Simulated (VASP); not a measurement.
The system is BaTiO3.

```
Ba Ti O
1.0
     3.99980    0.00000    0.00000
     0.00000    3.99980    0.00000
     0.00000    0.00000    4.01800
Ba Ti O
1 1 3
Cartesian
  3.9821 3.9624 0.0141
  2.0100 1.9676 1.8835
  1.9168 2.0572 0.0257
  2.0108 0.0132 2.0467
  0.0798 1.9992 2.1695
```

Base run:

```yaml
Program: VASP 6.6.1
Functional: LDA
Potentials_or_basis: VASP PAW LDA potentials, release 64 (Ba_sv, Ti_sv, O)
Cutoff: 600 eV
k_mesh: 7 × 7 × 7
Occupations: fermi-dirac, width 0.05 eV
Spin: no spin polarisation
Hubbard_terms: Ti d U = 6.0 eV
```

Its results: band gap on the k mesh 2.59 eV (least direct gap 2.87 eV); pressure -0.8 GPa; largest force 1.707 eV/Å.

Problem. The run is repeated on the same cell with these changes: hubbard terms from Ti d U = 6.0 eV to Ti d U = 1.0 eV. What comes out?

Solution. Band gap on the k mesh 1.98 eV (least direct gap 2.24 eV); pressure -5.1 GPa; largest force 1.242 eV/Å.

Caveats: spin-orbit coupling is left out, which moves the levels of the heavy elements; forces of over 1 eV/Å act on the atoms, so gaps and moduli don't describe the material at rest; the cell stands under tension (at least some runs).

A k mesh can miss the band edges.
